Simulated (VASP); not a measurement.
# H5C2 (P1) in VASP: notebook

The runs below take H5C2 through single point, with PBE+D3(BJ).

Everything below comes from runs of VASP 6.6.1. Logs are shortened: lines on timing, memory, paths and dates and some standing lists are left out, and cuts for length are marked.

## (1) The cell of the first run

The typed cell holds 28 atoms: a = 5.408 Å, b = 4.887 Å, c = 7.275 Å, α = 90.00°, β = 104.65°, γ = 90.00°.

## (2) Single point, PBE+D3(BJ)

File INCAR:

```
ALGO     = Normal         # electronic algorithm
EDIFF    = 1E-6           # SCF threshold, eV
ENCUT    = 520            # plane-wave cutoff, eV
GGA      = PE             # functional
ISIF     = 2              # what is computed and relaxed
ISMEAR   = -1             # smearing method
IVDW     = 12             # dispersion correction
LASPH    = True           # aspherical terms in the spheres
LCHARG   = False          # write CHGCAR
LREAL    = Auto         
LWAVE    = False          # write WAVECAR
NBANDS   = 46             # bands
NELM     = 100            # most SCF steps
PREC     = Accurate       # precision mode
SIGMA    = 0.05           # smearing width, eV
```

File KPOINTS:

```
k-points
0
Gamma
  2 2 2
```

File POSCAR:

```
H5C2
1.0
    5.4080000000      0.0000000000      0.0000000000
    0.0000000000      4.8870000000      0.0000000000
   -1.8399480000      0.0000000000      7.0384810000
H C
20 8
Direct
    0.1352715308      0.9783711889      0.2128584278
    0.8870708829      0.3523429507      0.3221717868
    0.8607620536      0.1470022509      0.8169802547
    0.1928133980      0.5253325148      0.7268329630
    0.2427167686      0.8989768774      0.0191376520
    0.7690165022      0.2930632290      0.5180805347
    0.7700667003      0.2156333129      1.0086267193
    0.2911748743      0.5609576427      0.5265766861
    0.4869492563      0.2754245959      0.1580596723
    0.5701782854      0.7193165541      0.3236635859
    0.5894608651      0.7506650297      0.8689943185
    0.2789754032      0.0324329855      0.4911002814
    0.2399299465      0.4503990178      0.1950278760
    0.8679497993      0.8714344178      0.3715716502
    0.8866769024      0.6262533251      0.8953778521
    0.4940773430      0.1790055249      0.6746768230
    0.2865773599      0.4051974627      0.9786202449
    0.7225757927      0.8062205852      0.5569667660
    0.7781534131      0.6981379169      0.0731834042
    0.2196460399      0.0356455903      0.7058056987
    0.1571914955      1.0577245754      0.0876609598
    0.8873845942      0.4401882546      0.4702719237
    0.8599232135      0.0630038879      0.9484859020
    0.1717701660      0.4425823614      0.5898715930
    0.2977662797      0.3102926131      0.1041986190
    0.7604457695      0.7115408226      0.4309310489
    0.7801123507      0.7856148967      0.9383132525
    0.3013532680      0.1667894414      0.6167666006
```

Potentials or basis: VASP PAW PBE potentials, release 64 (H, C).

Launch:

```console
$ cat potpaw_PBE.64/H/POTCAR potpaw_PBE.64/C/POTCAR > POTCAR
$ mpirun -np 1 vasp_std > vasp.out
```

OUTCAR:

```text
EDIFF = 1E-6
   ENCUT = 520
   GGA = PE
   ISIF = 2
   ISMEAR = -1
   IVDW = 12
   LASPH = True
   LREAL = Auto
   NELM = 100
   PREC = Accurate
 IVDW          = 12

 ion  position               nearest neighbor table
   1  0.135  0.978  0.213-  21 1.02
   2  0.887  0.352  0.322-  22 1.16
   3  0.861  0.147  0.817-  23 1.04
   4  0.193  0.525  0.727-  24 1.05
   5  0.243  0.899  0.019-  21 1.09
   6  0.769  0.293  0.518-  22 1.08
[... 12 lines left out ...]
  19  0.778  0.698  0.073-  27 1.07
  20  0.220  0.036  0.706-  28 1.08
  21  0.157  0.058  0.088-   1 1.02   5 1.09  25 1.44  23 1.67
  22  0.887  0.440  0.470-   6 1.08   2 1.16  26 1.49  24 1.56
  23  0.860  0.063  0.948-   3 1.04   7 1.04  27 1.42  21 1.67
  24  0.172  0.443  0.590-   4 1.05   8 1.06  28 1.51  22 1.56
  25  0.298  0.310  0.104-  17 1.01   9 1.01  13 1.05  21 1.44
  26  0.760  0.712  0.431-  18 1.09  14 1.12  10 1.12  22 1.49
  27  0.780  0.786  0.938-  11 1.04  15 1.06  19 1.07  23 1.42
  28  0.301  0.167  0.617-  16 1.02  20 1.08  12 1.11  24 1.51

  LATTYP: Found a simple monoclinic cell.
 ALAT       =     5.4080000000
 B/A-ratio  =     0.9036612426
 C/A-ratio  =     1.3452292700
 COS(beta)  =    -0.2529138182

  Lattice vectors:

 A1 = (   5.4080000000,   0.0000000000,   0.0000000000)
 A2 = (   0.0000000000,   4.8870000000,   0.0000000000)
 A3 = (  -1.8399480000,   0.0000000000,   7.0384810000)

Analysis of symmetry for initial positions (statically):
=====================================================================
 Subroutine PRICEL returns:
 Original cell was already a primitive cell.

 Routine SETGRP: Setting up the symmetry group for a
 simple monoclinic supercell.

 Subroutine GETGRP returns: Found  1 space group operations
 (whereof  1 operations were pure point group operations)
 out of a pool of  4 trial point group operations.

The static configuration has the point symmetry C_1 .

Analysis of symmetry for dynamics (positions and initial velocities):
=====================================================================
 Subroutine PRICEL returns:
 Original cell was already a primitive cell.

 Routine SETGRP: Setting up the symmetry group for a
 simple monoclinic supercell.

 Subroutine GETGRP returns: Found  1 space group operations
 (whereof  1 operations were pure point group operations)
 out of a pool of  4 trial point group operations.

The dynamic configuration has the point symmetry C_1 .

 Subroutine INISYM returns: Found  1 space group operations
 (whereof  1 operations are pure point group operations),
 and found     1 'primitive' translations

----------------------------------------------------------------------------------------

                                     Primitive cell

  volume of cell :     186.0193

  direct lattice vectors                    reciprocal lattice vectors
     5.408000000  0.000000000  0.000000000     0.184911243  0.000000000  0.048338139
     0.000000000  4.887000000  0.000000000     0.000000000  0.204624514  0.000000000
    -1.839948000  0.000000000  7.038481000     0.000000000  0.000000000  0.142076110

  length of vectors
     5.408000000  4.887000000  7.274999892     0.191124942  0.204624514  0.142076110

  position of ions in fractional coordinates (direct lattice)
     0.135271531  0.978371189  0.212858428
     0.887070883  0.352342951  0.322171787
     0.860762054  0.147002251  0.816980255
     0.192813398  0.525332515  0.726832963
     0.242716769  0.898976877  0.019137652
     0.769016502  0.293063229  0.518080535
[... 20 lines left out ...]
     0.780112351  0.785614897  0.938313253
     0.301353268  0.166789441  0.616766601

  ion indices of the primitive-cell ions
   primitive index   ion index
                 1           1
                 2           2
                 3           3
                 4           4
                 5           5
                 6           6
[... 20 lines left out ...]
                27          27
                28          28

----------------------------------------------------------------------------------------

 KPOINTS: k-points

Automatic generation of k-mesh.
 Grid dimensions read from file:
 generate k-points for:    2    2    2

 Generating k-lattice:

  Cartesian coordinates                     Fractional coordinates (reciprocal lattice)
     0.092455621  0.000000000  0.024169069     0.500000000  0.000000000  0.000000000
     0.000000000  0.102312257  0.000000000     0.000000000  0.500000000  0.000000000
     0.000000000  0.000000000  0.071038055     0.000000000  0.000000000  0.500000000

  Length of vectors
     0.095562471  0.102312257  0.071038055

  Shift w.r.t. Gamma in fractional coordinates (k-lattice)
     0.000000000  0.000000000  0.000000000

 Subroutine IBZKPT returns following result:
 ===========================================

 Found      8 irreducible k-points:

 Following reciprocal coordinates:
            Coordinates               Weight
  0.000000  0.000000  0.000000      1.000000
  0.500000  0.000000  0.000000      1.000000
  0.000000  0.500000  0.000000      1.000000
  0.500000  0.500000  0.000000      1.000000
  0.000000  0.000000  0.500000      1.000000
  0.500000  0.000000  0.500000      1.000000
  0.000000  0.500000  0.500000      1.000000
  0.500000  0.500000  0.500000      1.000000
   k-points           NKPTS =      8   k-points in BZ     NKDIM =      8   number of bands    NBANDS=     46
   number of dos      NEDOS =    301   number of ions     NIONS =     28
   total plane-waves  NPLWV =  77760
   dimension x,y,z NGX =    40 NGY =   36 NGZ =   54
   dimension x,y,z NGXF=    80 NGYF=   72 NGZF=  108
   ions per type =              20   8
   NGX,Y,Z   is equivalent  to a cutoff of  12.30, 12.25, 12.34 a.u.
   NGXF,Y,Z  is equivalent  to a cutoff of  24.59, 24.49, 24.68 a.u.
 SYSTEM =  unknown system
   PREC   = accura    normal or accurate (medium, high low for compatibility)
   ISTART =      0    job   : 0-new  1-cont  2-samecut
   ICHARG =      2    charge: 1-file 2-atom 10-const
   ISPIN  =      1    spin polarized calculation?
   LNONCOLLINEAR =      F non collinear calculations
   LSORBIT =      F    spin-orbit coupling
   LASPH  =      T    aspherical Exc in radial PAW
   ENCUT  =  520.0 eV  38.22 Ry    6.18 a.u.  10.06  9.09 13.53*2*pi/ulx,y,z
   NELM   =    100;   NELMIN=  2; NELMDL= -5     # of ELM steps
   EDIFF  = 0.1E-05   stopping-criterion for ELM
   LREAL  =      T    real-space projection
   EDIFFG = 0.1E-04   stopping-criterion for IOM
   NSW    =      0    number of steps for IOM
   IBRION =     -1    ionic relax: 0-MD 1-quasi-New 2-CG
   NFREE  =      0    steps in history (QN), initial steepest desc. (CG)
   ISIF   =      2    stress and relaxation
   ISYM   =      2    0-nonsym 1-usesym 2-fastsym
   POTIM  = 0.5000    time-step for ionic-motion
   TEBEG  =    0.0;   TEEND  =   0.0 temperature during run
   PSTRESS=    0.0 pullay stress
   NELECT =      52.0000    total number of electrons
   NUPDOWN=      -1.0000    fix difference up-down
   EMIN   =  10.00;   EMAX   =-10.00  energy-range for DOS
   EFERMI =   0.00;   METHOD = LEGACY
   ISMEAR =    -1;   SIGMA  =   0.05  broadening in eV -4-tet -1-fermi 0-gaus
   EFERMI_NEDOS =   21; number of points for ismear=-14 and -15
   IALGO  =     38    algorithm
   IMIX   =      4    mixing-type and parameters
     AMIX     =   0.40;   BMIX     =  1.00
     AMIX_MAG =   1.60;   BMIX_MAG =  1.00
  volume/ion in A,a.u.               =       6.64        44.83
  Fermi-wavevector in a.u.,A,eV,Ry     =   1.070426  2.022812 15.589714  1.145812
  Thomas-Fermi vector in A             =   2.206136
   LORBIT       =      0    0 simple, 1 ext, 2 COOP (PROOUT), +10 PAW based schemes
   GGA     = PE    functional components
   LHFCALC =     F    Hartree Fock is set to
   AEXX    =    0.0000 exact exchange contribution
   IVDW    =    12    specifies the selected vdW correction
   LEPSILON=     F    determine dielectric tensor
   LRPA    =     F    only Hartree local field effects (RPA)
 non-spin polarized calculation
  energy-cutoff  :      520.00
  volume of cell :      186.02
 maximum number of plane-waves:      5040
   NGX = 21   NGY = 19   NGZ = 27

 number of electron      52.0000002 magnetization

 Free energy of the ion-electron system (eV)
  ---------------------------------------------------
  ext. energy  EPLUGINS =         0.00000000
  ---------------------------------------------------
  free energy    TOTEN  =      -144.45341155 eV

  energy without entropy =     -144.45341155  energy(sigma->0) =     -144.45341155

 E-fermi :  -0.6554     XC(G=0):  -8.3384

 val. band max:       -1.8126055487   @ k =   0.0000   0.5000   0.5000
 cond. band min:       4.9127932329   @ k =   0.0000   0.0000   0.0000
 fundamental gap:      6.7253987816
 Fermi energy:        -0.6554227709

 k-point     1 :       0.0000    0.0000    0.0000
  band No.  band energies     occupation
      1     -15.5459      2.00000
      2     -15.0126      2.00000
      3     -13.8103      2.00000
      4     -13.3462      2.00000
      5     -10.9346      2.00000
      6     -10.8167      2.00000
[... 30 lines left out ...]
     37       8.5780      0.00000
     38       9.0341      0.00000

 k-point     2 :       0.5000    0.0000    0.0000
  band No.  band energies     occupation
      1     -15.3520      2.00000
      2     -14.9989      2.00000
      3     -14.0820      2.00000
      4     -13.4214      2.00000
      5     -10.9228      2.00000
      6     -10.7847      2.00000
[... 30 lines left out ...]
     37       8.7231      0.00000
     38       8.8577      0.00000

 k-point     3 :       0.0000    0.5000    0.0000
  band No.  band energies     occupation
      1     -15.2885      2.00000
      2     -14.9662      2.00000
      3     -13.8827      2.00000
      4     -13.3841      2.00000
      5     -11.0491      2.00000
      6     -10.8424      2.00000
[... 30 lines left out ...]
     37       8.3754      0.00000
     38       8.8338      0.00000

 k-point     4 :       0.5000    0.5000    0.0000
  band No.  band energies     occupation
      1     -15.1905      2.00000
      2     -14.9144      2.00000
      3     -13.9288      2.00000
      4     -13.4329      2.00000
      5     -11.3178      2.00000
      6     -11.1293      2.00000
[... 30 lines left out ...]
     37       8.4499      0.00000
     38       8.8530      0.00000

 k-point     5 :       0.0000    0.0000    0.5000
  band No.  band energies     occupation
      1     -15.4415      2.00000
      2     -15.1529      2.00000
      3     -13.8007      2.00000
      4     -13.3304      2.00000
      5     -10.9494      2.00000
      6     -10.8282      2.00000
[... 30 lines left out ...]
     37       8.6980      0.00000
     38       9.0313      0.00000

 k-point     6 :       0.5000    0.0000    0.5000
  band No.  band energies     occupation
      1     -15.3253      2.00000
      2     -15.0377      2.00000
      3     -13.9807      2.00000
      4     -13.5483      2.00000
      5     -10.9136      2.00000
      6     -10.7479      2.00000
[... 30 lines left out ...]
     37       8.3971      0.00000
     38       8.7512      0.00000

 k-point     7 :       0.0000    0.5000    0.5000
  band No.  band energies     occupation
      1     -15.2570      2.00000
      2     -14.9802      2.00000
      3     -13.8990      2.00000
      4     -13.4209      2.00000
      5     -11.0493      2.00000
      6     -10.8237      2.00000
[... 30 lines left out ...]
     37       8.7689      0.00000
     38       8.8946      0.00000

 k-point     8 :       0.5000    0.5000    0.5000
  band No.  band energies     occupation
      1     -15.1865      2.00000
      2     -14.9106      2.00000
      3     -13.9274      2.00000
      4     -13.4454      2.00000
      5     -11.3106      2.00000
      6     -11.1135      2.00000
[... 30 lines left out ...]
     37       8.9107      0.00000
     38       9.1245      0.00000
 [bands above 38 left out]

------------------------ aborting loop because EDIFF is reached ----------------------------------------

 Edisp (eV)   -1.70220

 E8    (eV) :    -0.3825

  FORCE on cell =-STRESS in cart. coord.  units (eV):
  Direction    XX          YY          ZZ          XY          YZ          ZX
  --------------------------------------------------------------------------------------
  -------------------------------------------------------------------------------------
  Total      10.94907    13.29814    12.68819     2.88866    -1.33624    -3.44192
  in kB      94.30396   114.53636   109.28288    24.87995   -11.50900   -29.64509
  external pressure =      106.04 kB  Pullay stress =        0.00 kB

 VOLUME and BASIS-vectors are now :
 -----------------------------------------------------------------------------
  energy-cutoff  :      520.00
  volume of cell :      186.02
      direct lattice vectors                 reciprocal lattice vectors
     5.408000000  0.000000000  0.000000000     0.184911243  0.000000000  0.048338139
     0.000000000  4.887000000  0.000000000     0.000000000  0.204624514  0.000000000
    -1.839948000  0.000000000  7.038481000     0.000000000  0.000000000  0.142076110

 POSITION                                       TOTAL-FORCE (eV/Angst)
 -----------------------------------------------------------------------------------
      0.33990      4.78130      1.49820        -0.797200     -0.970188      2.515726
      4.20450      1.72190      2.26760        -0.066720      0.366201      1.292004
      3.15180      0.71840      5.75030         0.919148      0.631569     -1.896788
     -0.29460      2.56730      5.11580        -0.517474      0.792746      1.295832
      1.27740      4.39330      0.13470         0.456703     -0.278935     -0.000040
      3.20560      1.43220      3.64650        -0.359030     -0.298425      0.632911
[... 20 lines left out ...]
      2.49240      3.83930      6.60430        -1.508577     -2.200681      1.118184
      0.49490      0.81510      4.34110        -2.521383     -1.423277     -1.323129
 -----------------------------------------------------------------------------------
    total drift:                                0.006424     -0.005457      0.002727

  FREE ENERGIE OF THE ION-ELECTRON SYSTEM (eV)
  ---------------------------------------------------
  free  energy   TOTEN  =      -146.1556142231 eV

  energy  without entropy=     -146.1556142231  energy(sigma->0) =     -146.15561422
```

Wall time 98 s (1 thread of Intel Xeon 6975P-C, shared host); peak memory 0.28 GiB.

Results:

- Free energy: -146.1556 eV
- Pressure: 10.6 GPa
- Largest force: 4.901 eV/Å
- Band gap on the k mesh: 6.73 eV, indirect (least direct gap 6.87 eV)
- Dispersion energy per atom: -0.061 eV

Forces on the atoms (eV/Å):
```
H   -0.797 -0.970  2.516
H   -0.067  0.366  1.292
H    0.919  0.632 -1.897
H   -0.517  0.793  1.296
H    0.457 -0.279  0.000
H   -0.359 -0.298  0.633
H   -1.784  0.694  0.941
H    0.630  1.298 -0.949
H    3.079 -0.542  1.538
H    0.484 -0.595  0.500
H   -1.813 -0.175 -1.564
H   -0.047  0.711 -0.214
H   -0.765  1.112  0.937
H   -0.087 -0.774  0.444
H    1.328 -0.155 -1.047
H    2.448  0.382  1.257
H    0.350  1.474 -3.000
H    0.008  0.029  0.328
H   -0.192  0.110  1.337
H   -0.265 -0.209  0.630
C   -1.932 -0.828 -4.399
C    1.863 -0.708 -2.043
C    4.184  0.824  2.417
C   -0.968 -1.398 -1.287
C   -1.418  0.052  1.199
C   -0.708  2.080 -0.658
C   -1.509 -2.201  1.118
C   -2.521 -1.423 -1.323
```

Levels at points of the mesh, in eV from the valence-band top:
```csv
k point,band 22,band 23,band 24,band 25,band 26,band 27,band 28,band 29,band 30,band 31
"(0.00, 0.00, 0.00)",-1.56,-1.22,-0.83,-0.52,-0.24,6.73,7.38,7.80,8.13,8.67
"(0.50, 0.00, 0.00)",-1.43,-1.37,-1.04,-0.58,-0.27,7.09,7.25,7.58,8.14,8.51
"(0.00, 0.50, 0.00)",-1.40,-1.23,-0.89,-0.72,-0.04,6.83,6.91,8.31,8.42,8.58
"(0.50, 0.50, 0.00)",-1.35,-1.21,-1.01,-0.78,-0.26,7.22,7.34,7.64,7.69,8.26
"(0.00, 0.00, 0.50)",-1.44,-1.23,-0.89,-0.66,-0.25,6.88,7.16,7.88,7.99,8.92
"(0.50, 0.00, 0.50)",-1.56,-1.36,-0.95,-0.66,-0.51,7.42,7.60,7.71,7.88,8.73
"(0.00, 0.50, 0.50)",-1.51,-1.24,-1.07,-0.70,0.00,7.41,7.46,7.61,7.87,8.73
"(0.50, 0.50, 0.50)",-1.39,-1.32,-1.21,-0.74,-0.27,7.50,7.58,7.76,8.06,8.28
```

Caveat: the k points lie up to 0.64 Å⁻¹ apart; forces of over 1 eV/Å act on the atoms, so gaps and moduli don't describe the material at rest. PBE gaps usually lie below the measured ones, often by a third to a half.

(Part 1 of 2 ends here.)
